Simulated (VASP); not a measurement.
# NaI in VASP: a series of runs

NaI is run at these levels: PBE; tasks: single point.

Everything below comes from runs of VASP 6.6.1. Logs are shortened: lines on timing, memory, paths and dates and some standing lists are left out, and cuts for length are marked.

### 1 The cell of the first run

Symmetry: R-3m, No. 166, trigonal system. The conventional cell has a = 4.543 Å, b = 4.543 Å, c = 11.379 Å, α = 90.00°, β = 90.00°, γ = 120.00°. Within 4.3 Å of Na (site symmetry -3m) lie 6 I at 3.24 Å. Within 4.3 Å of I (site symmetry -3m) lie 6 Na at 3.24 Å.

### 2 Single point, PBE (equal xy, yz and zx shear strains of +1.5 %)

INCAR

```
ALGO     = Normal         # electronic algorithm
EDIFF    = 1E-7           # SCF threshold, eV
ENCUT    = 520            # plane-wave cutoff, eV
GGA      = PE             # functional
ISIF     = 2              # what is computed and relaxed
ISMEAR   = -1             # smearing method
LASPH    = T              # aspherical terms in the spheres
LCHARG   = F              # write CHGCAR
LREAL    = F              # projectors in reciprocal space
LWAVE    = F              # write WAVECAR
NBANDS   = 14             # bands
NELM     = 60             # most SCF steps
PREC     = Accurate       # precision mode
SIGMA    = 0.02           # smearing width, eV
```

KPOINTS

```
k-points
0
Gamma
  8 8 8
```

POSCAR

```
NaI
1.0
    0.0485460000      3.2606730000      3.2606730000
    3.2606730000      0.0485460000      3.2606730000
    3.2606730000      3.2606730000      0.0485460000
Na I
1 1
Direct
    0.0000000000      0.0000000000      0.0000000000
    0.5000000000      0.5000000000      0.5000000000
```

Potentials or basis: VASP PAW PBE potentials, release 64 (Na_pv, I).

Launch:

```sh
$ cat potpaw_PBE.64/Na_pv/POTCAR potpaw_PBE.64/I/POTCAR > POTCAR
$ mpirun -np 1 vasp_std > vasp.out
```

OUTCAR:

```text
EDIFF = 1E-7
   ENCUT = 520
   GGA = PE
   ISIF = 2
   ISMEAR = -1
   LASPH = T
   LREAL = F
   NELM = 60
   PREC = Accurate

 ion  position               nearest neighbor table
   1  0.000  0.000  0.000-
   2  0.500  0.500  0.500-

  LATTYP: Found a trigonal (rhomboedric) cell.
 ALAT       =     4.6115435095
 COS(alpha) =     0.5148312781

  Lattice vectors:

 A1 = (   0.0485460000,   3.2606730000,   3.2606730000)
 A2 = (   3.2606730000,   0.0485460000,   3.2606730000)
 A3 = (   3.2606730000,   3.2606730000,   0.0485460000)

Analysis of symmetry for initial positions (statically):
=====================================================================
 Subroutine PRICEL returns:
 Original cell was already a primitive cell.

 Routine SETGRP: Setting up the symmetry group for a
 trigonal (rhombohedral) supercell.

 Subroutine GETGRP returns: Found 12 space group operations
 (whereof 12 operations were pure point group operations)
 out of a pool of 12 trial point group operations.

The static configuration has the point symmetry D_3d.

Analysis of symmetry for dynamics (positions and initial velocities):
=====================================================================
 Subroutine PRICEL returns:
 Original cell was already a primitive cell.

 Routine SETGRP: Setting up the symmetry group for a
 trigonal (rhombohedral) supercell.

 Subroutine GETGRP returns: Found 12 space group operations
 (whereof 12 operations were pure point group operations)
 out of a pool of 12 trial point group operations.

The dynamic configuration has the point symmetry D_3d.

 Subroutine INISYM returns: Found 12 space group operations
 (whereof 12 operations are pure point group operations),
 and found     1 'primitive' translations

----------------------------------------------------------------------------------------

                                     Primitive cell

  volume of cell :      67.7866

  direct lattice vectors                    reciprocal lattice vectors
     0.048546000  3.260673000  3.260673000    -0.156810295  0.154509899  0.154509899
     3.260673000  0.048546000  3.260673000     0.154509899 -0.156810295  0.154509899
     3.260673000  3.260673000  0.048546000     0.154509899  0.154509899 -0.156810295

[... 83 lines left out ...]
   EDIFF  = 0.1E-06   stopping-criterion for ELM
   LREAL  =      F    real-space projection
   EDIFFG = 0.1E-05   stopping-criterion for IOM
   NSW    =      0    number of steps for IOM
   IBRION =     -1    ionic relax: 0-MD 1-quasi-New 2-CG
   NFREE  =      0    steps in history (QN), initial steepest desc. (CG)
   ISIF   =      2    stress and relaxation
   ISYM   =      2    0-nonsym 1-usesym 2-fastsym
   POTIM  = 0.5000    time-step for ionic-motion
   TEBEG  =    0.0;   TEEND  =   0.0 temperature during run
   PSTRESS=    0.0 pullay stress
   NELECT =      14.0000    total number of electrons
   NUPDOWN=      -1.0000    fix difference up-down
   EMIN   =  10.00;   EMAX   =-10.00  energy-range for DOS
   EFERMI =   0.00;   METHOD = LEGACY
   ISMEAR =    -1;   SIGMA  =   0.02  broadening in eV -4-tet -1-fermi 0-gaus
   EFERMI_NEDOS =   21; number of points for ismear=-14 and -15
   IALGO  =     38    algorithm
   IMIX   =      4    mixing-type and parameters
     AMIX     =   0.40;   BMIX     =  1.00
     AMIX_MAG =   1.60;   BMIX_MAG =  1.00
  volume/ion in A,a.u.               =      33.89       228.72
  Fermi-wavevector in a.u.,A,eV,Ry     =   0.967690  1.828669 12.740824  0.936424
  Thomas-Fermi vector in A             =   2.097597
   LORBIT       =      0    0 simple, 1 ext, 2 COOP (PROOUT), +10 PAW based schemes
   GGA     = PE    functional components
   LHFCALC =     F    Hartree Fock is set to
   AEXX    =    0.0000 exact exchange contribution
   IVDW    =     0    specifies the selected vdW correction
   LEPSILON=     F    determine dielectric tensor
   LRPA    =     F    only Hartree local field effects (RPA)
 non-spin polarized calculation
  energy-cutoff  :      520.00
  volume of cell :       67.79
 maximum number of plane-waves:      1844
 NGX is ok and might be reduce to    36
   NGX = 17   NGY = 17   NGZ = 17

 number of electron      13.9999995 magnetization

 Free energy of the ion-electron system (eV)
  ---------------------------------------------------
  ext. energy  EPLUGINS =         0.00000000
  ---------------------------------------------------
  free energy    TOTEN  =        -5.38400954 eV

  energy without entropy =       -5.38400954  energy(sigma->0) =       -5.38400954

 E-fermi :   1.2720     XC(G=0):  -7.7053

 val. band max:        0.8424147389   @ k =   0.0000   0.0000   0.0000
 cond. band min:       4.4464910970   @ k =   0.0000   0.0000   0.0000
 fundamental gap:      3.6040763581
 Fermi energy:         1.2720020992

 k-point     1 :       0.0000    0.0000    0.0000
  band No.  band energies     occupation
      1     -21.6326      2.00000
      2     -21.6326      2.00000
      3     -21.6303      2.00000
      4     -10.2095      2.00000
      5       0.7424      2.00000
      6       0.8424      2.00000
      7       0.8424      2.00000
      8       4.4465      0.00000
      9       8.5756      0.00000
     10       8.8230      0.00000
     11       8.8230      0.00000
     12      10.5595      0.00000
     13      10.5595      0.00000
     14      11.2419      0.00000
[... 377 lines left out ...]
      1     -21.6355      2.00000
      2     -21.6327      2.00000
      3     -21.6315      2.00000
      4      -9.9935      2.00000
      5      -0.7060      2.00000
      6       0.2825      2.00000
      7       0.6680      2.00000
      8       6.2695      0.00000
      9       8.1878      0.00000
     10       8.2816      0.00000
     11       8.8095      0.00000
     12      10.1234      0.00000
     13      11.6988      0.00000
     14      11.9514      0.00000

 [... further k-points ...]
[... 5 lines left out ...]
  --------------------------------------------------------------------------------------
  -------------------------------------------------------------------------------------
  Total        0.1825645      0.1825645      0.1825645     -0.0466628     -0.0466628     -0.0466628
  in kB        4.3150241      4.3150241      4.3150241     -1.1029045     -1.1029045     -1.1029045
  external PRESSURE =       4.3150241 kB  Pullay stress =       0.0000000 kB

 VOLUME and BASIS-vectors are now :
 -----------------------------------------------------------------------------
  energy-cutoff  :      520.00
  volume of cell :       67.79
      direct lattice vectors                 reciprocal lattice vectors
     0.048546000  3.260673000  3.260673000    -0.156810295  0.154509899  0.154509899
     3.260673000  0.048546000  3.260673000     0.154509899 -0.156810295  0.154509899
     3.260673000  3.260673000  0.048546000     0.154509899  0.154509899 -0.156810295

 POSITION                                       TOTAL-FORCE (eV/Angst)
 -----------------------------------------------------------------------------------
      0.00000      0.00000      0.00000        -0.000000      0.000000     -0.000000
      3.28495      3.28495      3.28495         0.000000     -0.000000      0.000000
 -----------------------------------------------------------------------------------
    total drift:                                0.000000      0.000000      0.000000

  FREE ENERGIE OF THE ION-ELECTRON SYSTEM (eV)
  ---------------------------------------------------
  free  energy   TOTEN  =        -5.3840095391 eV

  energy  without entropy=       -5.3840095391  energy(sigma->0) =       -5.38400954
```

OSZICAR:

```text
N       E                     dE             d eps       ncg     rms          rms(c)
DAV:   1     0.855729835987E+02    0.85573E+02   -0.67397E+03  1826   0.906E+02
DAV:   2     0.117507263303E+01   -0.84398E+02   -0.77946E+02  1922   0.222E+02
DAV:   3    -0.529252084724E+01   -0.64676E+01   -0.64262E+01  2330   0.602E+01
DAV:   4    -0.544826066856E+01   -0.15574E+00   -0.15569E+00  2300   0.968E+00
DAV:   5    -0.545183079238E+01   -0.35701E-02   -0.35700E-02  2452   0.142E+00    0.163E+00
DAV:   6    -0.539061871325E+01    0.61212E-01   -0.71007E-02  2246   0.155E+00    0.110E+00
DAV:   7    -0.538196213745E+01    0.86566E-02   -0.64890E-02  2366   0.131E+00    0.610E-01
DAV:   8    -0.538403224030E+01   -0.20701E-02   -0.54196E-03  2186   0.579E-01    0.182E-01
DAV:   9    -0.538399505717E+01    0.37183E-04   -0.21649E-04  2180   0.127E-01    0.397E-02
DAV:  10    -0.538400836257E+01   -0.13305E-04   -0.36168E-05  2180   0.606E-02    0.104E-02
DAV:  11    -0.538400920180E+01   -0.83924E-06   -0.40712E-06  2318   0.192E-02    0.181E-03
DAV:  12    -0.538400948381E+01   -0.28201E-06   -0.54945E-07  2210   0.513E-03    0.986E-04
DAV:  13    -0.538400953912E+01   -0.55308E-07   -0.11157E-08  1780   0.913E-04
   1 F= -.53840095E+01 E0= -.53840095E+01  d E =-.289949E-11
```

It took 37 s on 1 thread of AMD EPYC 9R14 (Zen 4), shared host; peak memory 0.2 GiB.

Results:

| Quantity | Value |
| --- | --- |
| Free energy | -5.3840 eV |
| Pressure | 0.4 GPa |
| Band gap on the k mesh | 3.60 eV, direct |

Levels at points of the mesh, in eV from the valence-band top:
```csv
k point,band 4,band 5,band 6,band 7,band 8,band 9,band 10,band 11
"(0.00, 0.00, 0.00)",-11.05,-0.10,0.00,0.00,3.60,7.73,7.98,7.98
"(0.50, 0.00, 0.00)",-10.73,-2.21,-0.36,-0.31,5.04,7.30,7.45,8.71
"(0.50, 0.50, 0.00)",-10.66,-1.94,-0.82,-0.73,4.46,5.52,9.82,11.25
"(0.50, 0.50, 0.50)",-10.76,-2.23,-0.26,-0.26,5.12,7.52,7.52,8.64
```

Caveat: the cell differs from its parent crystal (equal xy, yz and zx shear strains of +1.5 %); spin-orbit coupling is left out, which moves the levels of the heavy elements.

### 3 Single point, PBE (xy shear strain of +2 %)

INCAR

```
PREC = Accurate ; ENCUT = 520
EDIFF = 1E-6 ; ISMEAR = -1
SIGMA = 0.02 ; LREAL = False
LASPH = True ; NELM = 100
ALGO = Normal ; ISIF = 2
LWAVE = False ; LCHARG = False
GGA = PE ; NBANDS = 14
```

KPOINTS

```
Automatic mesh
0
Gamma
  8 8 8
```

POSCAR

```
NaI
1.0
    0.0323640000      3.2364000000      3.2364000000
    3.2364000000      0.0323640000      3.2364000000
    3.2687640000      3.2687640000      0.0000000000
Na I
1 1
Direct
    0.0000000000      0.0000000000      0.0000000000
    0.5000000000      0.5000000000      0.5000000000
```

Potentials or basis: VASP PAW PBE potentials, release 64 (Na_pv, I).

Launch:

```sh
$ cat potpaw_PBE.64/Na_pv/POTCAR potpaw_PBE.64/I/POTCAR > POTCAR
$ mpirun -np 1 vasp_std > vasp.out
```

OUTCAR:

```text
PREC = Accurate
   ENCUT = 520
   EDIFF = 1E-6
   ISMEAR = -1
   LREAL = False
   LASPH = True
   NELM = 100
   ISIF = 2
   GGA = PE

 ion  position               nearest neighbor table
   1  0.000  0.000  0.000-
   2  0.500  0.500  0.500-

  LATTYP: Found a body centered orthorhombic cell.
 ALAT       =     4.5311911655
 B/A-ratio  =     1.0202020202
 C/A-ratio  =     1.4284985479

  Lattice vectors:

[... 581 lines left out ...]
      4     -10.0656      2.00000
      5      -0.2659      2.00000
      6       0.5425      2.00000
      7       0.5724      2.00000
      8       5.8624      0.00000
      9       7.7572      0.00000
     10       8.4569      0.00000
     11       9.2589      0.00000
     12       9.7905      0.00000
     13      10.9103      0.00000
     14      12.1968      0.00000

 [... further k-points ...]
[... 5 lines left out ...]
  --------------------------------------------------------------------------------------
  -------------------------------------------------------------------------------------
  Total        0.1891977      0.1891977      0.1866457     -0.0605448      0.0000000      0.0000000
  in kB        4.4714996      4.4714996      4.4111875     -1.4309163      0.0000000      0.0000000
  external PRESSURE =       4.4513956 kB  Pullay stress =       0.0000000 kB

 VOLUME and BASIS-vectors are now :
 -----------------------------------------------------------------------------
  energy-cutoff  :      520.00
  volume of cell :       67.79
      direct lattice vectors                 reciprocal lattice vectors
     0.032364000  3.236400000  3.236400000    -0.156053178  0.156053178  0.154492646
     3.236400000  0.032364000  3.236400000     0.156053178 -0.156053178  0.154492646
     3.268764000  3.268764000  0.000000000     0.152963016  0.152963016 -0.154492646

 POSITION                                       TOTAL-FORCE (eV/Angst)
 -----------------------------------------------------------------------------------
      0.00000      0.00000      0.00000         0.000000      0.000000     -0.000000
      3.26876      3.26876      3.23640        -0.000000     -0.000000      0.000000
 -----------------------------------------------------------------------------------
    total drift:                                0.000000      0.000000      0.000000

  FREE ENERGIE OF THE ION-ELECTRON SYSTEM (eV)
  ---------------------------------------------------
  free  energy   TOTEN  =        -5.3844451454 eV

  energy  without entropy=       -5.3844451454  energy(sigma->0) =       -5.38444515
```

Wall time 45 s (1 thread of AMD EPYC 9R14 (Zen 4), shared host); peak memory 0.22 GiB.

What came out:

```yaml
Free_energy: -5.3844 eV
Pressure: 0.4 GPa
Band_gap_on_the_k_mesh: 3.59 eV, direct
```

Levels at points of the mesh, in eV from the valence-band top:
```csv
k point,band 5,band 6,band 7,band 8,band 9,band 10
"(0.00, 0.00, 0.00)",-0.09,-0.05,0.00,3.59,7.77,7.89
"(0.50, 0.00, 0.00)",-2.22,-0.37,-0.33,5.02,7.30,7.41
"(0.50, 0.50, 0.00)",-1.95,-0.85,-0.73,4.44,5.52,9.83
"(0.00, 0.00, 0.50)",-2.23,-0.32,-0.28,5.07,7.40,7.50
"(0.50, 0.00, 0.50)",-1.95,-0.79,-0.79,4.45,5.51,9.81
```

Caveat: the cell differs from its parent crystal (xy shear strain of +2 %); spin-orbit coupling is left out, which moves the levels of the heavy elements.
